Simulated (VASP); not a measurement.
# MgO (I4mm) in VASP: further runs

The runs below take MgO through single point, with PBEsol.

Program: VASP 6.6.1. These are calculated values, not measurements. Logs are shortened: lines on timing, memory, paths and dates and some standing lists are left out, and cuts for length are marked.

## Step 1: The cell of the first run

The structure is tetragonal, space group I4mm (No. 107). Conventional cell: a = 2.906 Å, b = 2.906 Å, c = 4.110 Å, α = 90.00°, β = 90.00°, γ = 90.00°. Mg (site symmetry 4mm) has 6 O at 1.99 to 2.12 Å within 2.6 Å. Within 2.6 Å of O (site symmetry 4mm) lie 6 Mg at 1.99 to 2.12 Å.

## Step 2: Single point, PBEsol

Input file INCAR:

```
ALGO = Normal
EDIFF = 1E-6
ENCUT = 520
GGA = PS
ISIF = 2
ISMEAR = 0
LASPH = True
LCHARG = False
LREAL = False
LWAVE = False
NBANDS = 11
NELM = 80
PREC = Accurate
SIGMA = 0.05
```

Input file KPOINTS:

```
k-points
0
Gamma
  10 10 10
```

Input file POSCAR:

```
MgO
1.0
    0.0000000000      2.0549060650      2.0549060650
    2.0549060650      0.0000000000      2.0549060650
    2.0549060650      2.0549060650      0.0000000000
Mg O
1 1
Direct
    0.0063090101      0.0063090101     -0.0063090101
    0.4904156203      0.4904156203      0.5095843797
```

Potentials or basis: VASP PAW PBE potentials, release 64 (Mg, O).

Launch:

```console
> cat potpaw_PBE.64/Mg/POTCAR potpaw_PBE.64/O/POTCAR > POTCAR
> mpirun -np 1 vasp_std > vasp.out
```

OUTCAR:

```text
EDIFF = 1E-6
   ENCUT = 520
   GGA = PS
   ISIF = 2
   ISMEAR = 0
   LASPH = True
   LREAL = False
   NELM = 80
   PREC = Accurate

 ion  position               nearest neighbor table
   1  0.006  0.006  0.994-   2 1.99   2 2.06   2 2.06   2 2.06   2 2.06   2 2.12
   2  0.490  0.490  0.510-   1 1.99   1 2.06   1 2.06   1 2.06   1 2.06   1 2.12

  LATTYP: Found a face centered cubic cell.
 ALAT       =     4.1098121300

  Lattice vectors:

 A1 = (   0.0000000000,   2.0549060650,   2.0549060650)
 A2 = (   2.0549060650,   0.0000000000,   2.0549060650)
 A3 = (   2.0549060650,   2.0549060650,   0.0000000000)

Analysis of symmetry for initial positions (statically):
=====================================================================
 Subroutine PRICEL returns:
 Original cell was already a primitive cell.

 Routine SETGRP: Setting up the symmetry group for a
 face centered cubic supercell.

 Subroutine GETGRP returns: Found  8 space group operations
 (whereof  8 operations were pure point group operations)
 out of a pool of 48 trial point group operations.

The static configuration has the point symmetry C_4v.

Analysis of symmetry for dynamics (positions and initial velocities):
=====================================================================
 Subroutine PRICEL returns:
 Original cell was already a primitive cell.

 Routine SETGRP: Setting up the symmetry group for a
 face centered cubic supercell.

 Subroutine GETGRP returns: Found  8 space group operations
 (whereof  8 operations were pure point group operations)
 out of a pool of 48 trial point group operations.

The dynamic configuration has the point symmetry C_4v.

 Subroutine INISYM returns: Found  8 space group operations
 (whereof  8 operations are pure point group operations),
 and found     1 'primitive' translations

----------------------------------------------------------------------------------------

                                     Primitive cell

  volume of cell :      17.3543

  direct lattice vectors                    reciprocal lattice vectors
     0.000000000  2.054906065  2.054906065    -0.243320125  0.243320125  0.243320125
     2.054906065  0.000000000  2.054906065     0.243320125 -0.243320125  0.243320125
     2.054906065  2.054906065  0.000000000     0.243320125  0.243320125 -0.243320125

  length of vectors
     2.906076027  2.906076027  2.906076027     0.421442818  0.421442818  0.421442818

  position of ions in fractional coordinates (direct lattice)
     0.006309010  0.006309010  0.993690990
     0.490415620  0.490415620  0.509584380

[... 86 lines left out ...]
   PSTRESS=    0.0 pullay stress
   NELECT =       8.0000    total number of electrons
   NUPDOWN=      -1.0000    fix difference up-down
   EMIN   =  10.00;   EMAX   =-10.00  energy-range for DOS
   EFERMI =   0.00;   METHOD = LEGACY
   ISMEAR =     0;   SIGMA  =   0.05  broadening in eV -4-tet -1-fermi 0-gaus
   EFERMI_NEDOS =   21; number of points for ismear=-14 and -15
   IALGO  =     38    algorithm
   IMIX   =      4    mixing-type and parameters
     AMIX     =   0.40;   BMIX     =  1.00
     AMIX_MAG =   1.60;   BMIX_MAG =  1.00
  volume/ion in A,a.u.               =       8.68        58.56
  Fermi-wavevector in a.u.,A,eV,Ry     =   1.264648  2.389837 21.760254  1.599334
  Thomas-Fermi vector in A             =   2.397942
   LORBIT       =      0    0 simple, 1 ext, 2 COOP (PROOUT), +10 PAW based schemes
   GGA     = PS    functional components
   LHFCALC =     F    Hartree Fock is set to
   AEXX    =    0.0000 exact exchange contribution
   IVDW    =     0    specifies the selected vdW correction
   LEPSILON=     F    determine dielectric tensor
   LRPA    =     F    only Hartree local field effects (RPA)
 non-spin polarized calculation
 Gauss-broadening in eV      SIGMA  =   0.05
  energy-cutoff  :      520.00
  volume of cell :       17.35
 maximum number of plane-waves:       483
 NGX is ok and might be reduce to    24
   NGX = 11   NGY = 11   NGZ = 11

 number of electron       8.0000001 magnetization

 Free energy of the ion-electron system (eV)
  ---------------------------------------------------
  ext. energy  EPLUGINS =         0.00000000
  ---------------------------------------------------
  free energy    TOTEN  =       -12.44304672 eV

  energy without entropy =      -12.44304672  energy(sigma->0) =      -12.44304672

 E-fermi :   3.8635     XC(G=0): -11.6706

 val. band max:        3.6389107175   @ k =   0.0000   0.0000   0.0000
 cond. band min:       9.0175196428   @ k =   0.0000   0.0000   0.0000
 fundamental gap:      5.3786089254
 Fermi energy:         3.8634574551

 k-point     1 :       0.0000    0.0000    0.0000
  band No.  band energies     occupation
      1     -13.9631      2.00000
      2       3.6334      2.00000
      3       3.6389      2.00000
      4       3.6389      2.00000
      5       9.0175      0.00000
      6      19.6899      0.00000
      7      19.7015      0.00000
      8      19.7015      0.00000
      9      23.7123      0.00000
     10      25.7005      0.00000
     11      25.7166      0.00000
[... 309 lines left out ...]
 k-point    24 :       0.0000   -0.1000    0.1000
  band No.  band energies     occupation
      1     -13.6493      2.00000
      2       2.1982      2.00000
      3       3.2679      2.00000
      4       3.4970      2.00000
      5      10.4428      0.00000
      6      17.2907      0.00000
      7      20.2665      0.00000
      8      20.4027      0.00000
      9      23.8248      0.00000
     10      25.2024      0.00000
     11      27.2798      0.00000

 [... further k-points ...]

------------------------ aborting loop because EDIFF is reached ----------------------------------------

  FORCE on cell =-STRESS in cart. coord.  units (eV):
  Direction    XX          YY          ZZ          XY          YZ          ZX
  --------------------------------------------------------------------------------------
  -------------------------------------------------------------------------------------
  Total        1.4413257      1.4413257      1.6682747      0.0000000      0.0000000      0.0000000
  in kB      133.0659059    133.0659059    154.0182699      0.0000000      0.0000000      0.0000000
  external PRESSURE =     140.0500272 kB  Pullay stress =       0.0000000 kB

 VOLUME and BASIS-vectors are now :
 -----------------------------------------------------------------------------
  energy-cutoff  :      520.00
  volume of cell :       17.35
      direct lattice vectors                 reciprocal lattice vectors
     0.000000000  2.054906065  2.054906065    -0.243320125  0.243320125  0.243320125
     2.054906065  0.000000000  2.054906065     0.243320125 -0.243320125  0.243320125
     2.054906065  2.054906065  0.000000000     0.243320125  0.243320125 -0.243320125

 POSITION                                       TOTAL-FORCE (eV/Angst)
 -----------------------------------------------------------------------------------
      2.05491      2.05491      0.02593         0.000000      0.000000     -0.507943
      2.05491      2.05491      2.01552         0.000000      0.000000      0.507943
 -----------------------------------------------------------------------------------
    total drift:                               -0.000000     -0.000000      0.000099

  FREE ENERGIE OF THE ION-ELECTRON SYSTEM (eV)
  ---------------------------------------------------
  free  energy   TOTEN  =       -12.4430467170 eV

  energy  without entropy=      -12.4430467170  energy(sigma->0) =      -12.44304672
```

stdout:

```text
POSCAR found type information on POSCAR MgO
 POSCAR found :  2 types and       2 ions
 scaLAPACK will be used
 -----------------------------------------------------------------------------
|                                                                             |
|                                                                             |
|     You enforced a specific xc type in the INCAR file but a different       |
|     I HOPE YOU KNOW WHAT YOU ARE DOING!                                     |
|                                                                             |
 -----------------------------------------------------------------------------

 LDA part: xc-table for (Slater+PW92), standard interpolation
 POSCAR, INCAR and KPOINTS ok, starting setup
 FFT: planning ... GRIDC
 FFT: planning ... GRID_SOFT
 FFT: planning ... GRID
 WAVECAR not read
 entering main loop
```

It took 15 s on 1 thread of Intel Xeon Platinum 8488C (Sapphire Rapids), shared host; peak memory 0.15 GiB.

What came out:

- Free energy: -12.4430 eV
- Pressure: 14.0 GPa
- Largest force: 0.508 eV/Å
- Band gap on the k mesh: 5.38 eV, direct

Forces on the atoms (eV/Å):
```
Mg   0.000  0.000 -0.508
O    0.000  0.000  0.508
```

Stress tensor (GPa, compression positive):
```
13.31  0.00  0.00
 0.00 13.31  0.00
 0.00  0.00 15.40
```

Caveat: the PAW data sets were made with another functional, which shifts forces and pressure a little. PBEsol gaps usually lie below the measured ones, often by a third to a half.

## Step 3: Single point, PBEsol

This run uses another cell than the first one, of 8.90 Å³/atom, 1.026 times its volume.

Input file INCAR:

```
SYSTEM = MgO
PREC     = Accurate       ! precision mode
ENCUT    = 520            ! plane-wave cutoff, eV
EDIFF    = 1E-6           ! SCF threshold, eV
ISMEAR   = 0              ! smearing method
SIGMA    = 0.05           ! smearing width, eV
LREAL    = .False.        ! projectors in reciprocal space
LASPH    = .True.         ! aspherical terms in the spheres
NELM     = 100            ! most SCF steps
ALGO     = Normal         ! electronic algorithm
ISIF     = 2              ! what is computed and relaxed
LWAVE    = .False.        ! write WAVECAR
LCHARG   = .False.        ! write CHGCAR
GGA      = PS             ! functional
NBANDS   = 11             ! bands
```

Input file KPOINTS:

```
Automatic mesh
0
Gamma
  10 10 10
  0 0 0
```

Input file POSCAR:

```
MgO
1.0
    0.0000000000      2.0723991115      2.0723991115
    2.0723991115      0.0000000000      2.0723991115
    2.0723991115      2.0723991115      0.0000000000
Mg O
1 1
Direct
    0.0063090101      0.0063090101     -0.0063090101
    0.4904156203      0.4904156203      0.5095843797
```

Potentials or basis: VASP PAW PBE potentials, release 64 (Mg, O).

Launch:

```console
> cat potpaw_PBE.64/Mg/POTCAR potpaw_PBE.64/O/POTCAR > POTCAR
> mpirun -np 1 vasp_std > vasp.out
```

It took 12 s on 1 thread of Intel Xeon Platinum 8488C (Sapphire Rapids), shared host; peak memory 0.15 GiB.

It converged, with:

```
Free energy            : -12.4754 eV
Pressure               : 8.8 GPa
Largest force          : 0.460 eV/Å
Band gap on the k mesh : 5.11 eV, direct
```

Forces in eV/Å, atoms in the order of the input:
```
Mg   0.000  0.000 -0.460
O    0.000  0.000  0.460
```

Stress tensor (GPa, compression positive):
```
 8.12  0.00  0.00
 0.00  8.12  0.00
 0.00  0.00 10.04
```

Levels at points of the mesh, in eV from the valence-band top:
| k point | band 1 | band 2 | band 3 | band 4 | band 5 | band 6 | band 7 | band 8 |
| --- | --- | --- | --- | --- | --- | --- | --- | --- |
| (0.00, 0.00, 0.00) | -17.46 | -0.01 | 0.00 | 0.00 | 5.11 | 15.91 | 15.92 | 15.92 |
| (0.50, 0.00, 0.00) | -16.02 | -4.90 | -0.72 | -0.72 | 8.05 | 13.03 | 16.67 | 16.69 |
| (0.50, 0.50, 0.00) | -15.74 | -4.34 | -1.43 | -1.43 | 8.97 | 10.37 | 13.50 | 19.60 |
| (0.00, 0.50, 0.50) | -15.74 | -4.35 | -1.44 | -1.43 | 8.99 | 10.38 | 13.50 | 19.58 |

Caveat: the PAW data sets were made with another functional, which shifts forces and pressure a little. A hybrid or GW would open this gap; PBEsol tends to underestimate it.

## Step 4: Single point, PBEsol

This run uses another cell than the first one, of 9.13 Å³/atom, 1.052 times its volume.

Input file INCAR:

```
PREC = Accurate
ENCUT = 520
EDIFF = 1E-6
ISMEAR = 0
SIGMA = 0.05
LREAL = False
LASPH = True
NELM = 80
ALGO = Normal
ISIF = 2
LWAVE = False
LCHARG = False
GGA = PS
NBANDS = 11
```

Input file KPOINTS:

```
regular mesh
0
Gamma
  10 10 10
```

Input file POSCAR:

```
MgO
1.0
    0.0000000000      2.0901029176      2.0901029176
    2.0901029176      0.0000000000      2.0901029176
    2.0901029176      2.0901029176      0.0000000000
Mg O
1 1
Direct
    0.0063090101      0.0063090101     -0.0063090101
    0.4904156203      0.4904156203      0.5095843797
```

Potentials or basis: VASP PAW PBE potentials, release 64 (Mg, O).

Launch:

```console
> cat potpaw_PBE.64/Mg/POTCAR potpaw_PBE.64/O/POTCAR > POTCAR
> mpirun -np 1 vasp_std > vasp.out
```

OUTCAR:

```text
PREC = Accurate
   ENCUT = 520
   EDIFF = 1E-6
   ISMEAR = 0
   LREAL = False
   LASPH = True
   NELM = 80
   ISIF = 2
   GGA = PS

 ion  position               nearest neighbor table
   1  0.006  0.006  0.994-   2 2.02   2 2.09   2 2.09   2 2.09   2 2.09   2 2.16
   2  0.490  0.490  0.510-   1 2.02   1 2.09   1 2.09   1 2.09   1 2.09   1 2.16

  LATTYP: Found a face centered cubic cell.
 ALAT       =     4.1802058352

  Lattice vectors:

 A1 = (   0.0000000000,   2.0901029176,   2.0901029176)
 A2 = (   2.0901029176,   0.0000000000,   2.0901029176)
 A3 = (   2.0901029176,   2.0901029176,   0.0000000000)

Analysis of symmetry for initial positions (statically):
=====================================================================
 Subroutine PRICEL returns:
 Original cell was already a primitive cell.

 Routine SETGRP: Setting up the symmetry group for a
 face centered cubic supercell.

 Subroutine GETGRP returns: Found  8 space group operations
 (whereof  8 operations were pure point group operations)
 out of a pool of 48 trial point group operations.

The static configuration has the point symmetry C_4v.

Analysis of symmetry for dynamics (positions and initial velocities):
[... 174 lines left out ...]
      6      19.0060      0.00000
      7      19.0166      0.00000
      8      19.0166      0.00000
      9      22.8907      0.00000
     10      24.8150      0.00000
     11      24.8287      0.00000
[... 309 lines left out ...]
 k-point    24 :       0.0000   -0.1000    0.1000
  band No.  band energies     occupation
      1     -13.7985      2.00000
      2       1.8287      2.00000
      3       2.8878      2.00000
      4       3.1090      2.00000
      5       9.5237      0.00000
      6      16.6440      0.00000
      7      19.4703      0.00000
      8      19.6944      0.00000
      9      22.8262      0.00000
     10      24.2343      0.00000
     11      26.2202      0.00000

 [... further k-points ...]

------------------------ aborting loop because EDIFF is reached ----------------------------------------

  FORCE on cell =-STRESS in cart. coord.  units (eV):
  Direction    XX          YY          ZZ          XY          YZ          ZX
  --------------------------------------------------------------------------------------
  -------------------------------------------------------------------------------------
  Total        0.3897748      0.3897748      0.5903049      0.0000000     -0.0000000      0.0000000
  in kB       34.1972637     34.1972637     51.7909595      0.0000000     -0.0000000      0.0000000
  external PRESSURE =      40.0618290 kB  Pullay stress =       0.0000000 kB

 VOLUME and BASIS-vectors are now :
 -----------------------------------------------------------------------------
  energy-cutoff  :      520.00
  volume of cell :       18.26
      direct lattice vectors                 reciprocal lattice vectors
     0.000000000  2.090102918  2.090102918    -0.239222670  0.239222670  0.239222670
     2.090102918  0.000000000  2.090102918     0.239222670 -0.239222670  0.239222670
     2.090102918  2.090102918  0.000000000     0.239222670  0.239222670 -0.239222670

 POSITION                                       TOTAL-FORCE (eV/Angst)
 -----------------------------------------------------------------------------------
      2.09010      2.09010      0.02637         0.000000      0.000000     -0.413916
      2.09010      2.09010      2.05004         0.000000      0.000000      0.413916
 -----------------------------------------------------------------------------------
    total drift:                               -0.000000     -0.000000      0.000119

  FREE ENERGIE OF THE ION-ELECTRON SYSTEM (eV)
  ---------------------------------------------------
  free  energy   TOTEN  =       -12.4941552742 eV

  energy  without entropy=      -12.4941552742  energy(sigma->0) =      -12.49415527
```

OSZICAR:

```text
N       E                     dE             d eps       ncg     rms          rms(c)
DAV:   1     0.124987877128E+02    0.12499E+02   -0.46299E+03  2604   0.651E+02
DAV:   2    -0.133670998842E+02   -0.25866E+02   -0.24989E+02  2620   0.133E+02
DAV:   3    -0.138921044424E+02   -0.52500E+00   -0.52472E+00  2720   0.164E+01
DAV:   4    -0.138932956472E+02   -0.11912E-02   -0.11912E-02  2472   0.903E-01
DAV:   5    -0.138932994223E+02   -0.37751E-05   -0.37751E-05  2652   0.495E-02    0.671E+00
DAV:   6    -0.125290234766E+02    0.13643E+01   -0.75369E+00  2364   0.151E+01    0.215E+00
DAV:   7    -0.125075713178E+02    0.21452E-01   -0.51298E-02  2502   0.201E+00    0.130E+00
DAV:   8    -0.124945600533E+02    0.13011E-01   -0.22603E-02  2385   0.172E+00    0.223E-01
DAV:   9    -0.124942232722E+02    0.33678E-03   -0.51505E-04  2595   0.158E-01    0.129E-01
DAV:  10    -0.124941533445E+02    0.69928E-04   -0.42497E-04  2559   0.150E-01    0.577E-03
DAV:  11    -0.124941546430E+02   -0.12985E-05   -0.28006E-06  2493   0.148E-02    0.331E-03
DAV:  12    -0.124941552742E+02   -0.63126E-06   -0.66102E-07  1350   0.603E-03
   1 F= -.12494155E+02 E0= -.12494155E+02  d E =-.264961E-20
```

Run time: 6.5 s. Hardware: 1 thread of Intel Xeon 6975P-C (Granite Rapids), shared host; peak memory 0.15 GiB.

Results:

```
Free energy            : -12.4942 eV
Pressure               : 4.0 GPa
Largest force          : 0.414 eV/Å
Band gap on the k mesh : 4.86 eV, direct
```

Forces in eV/Å, atoms in the order of the input:
```
Mg   0.000  0.000 -0.414
O    0.000  0.000  0.414
```

Caveat: the PAW data sets were made with another functional, which shifts forces and pressure a little. PBEsol gaps usually lie below the measured ones, often by a third to a half.

(Continued in part 2 of 3.)
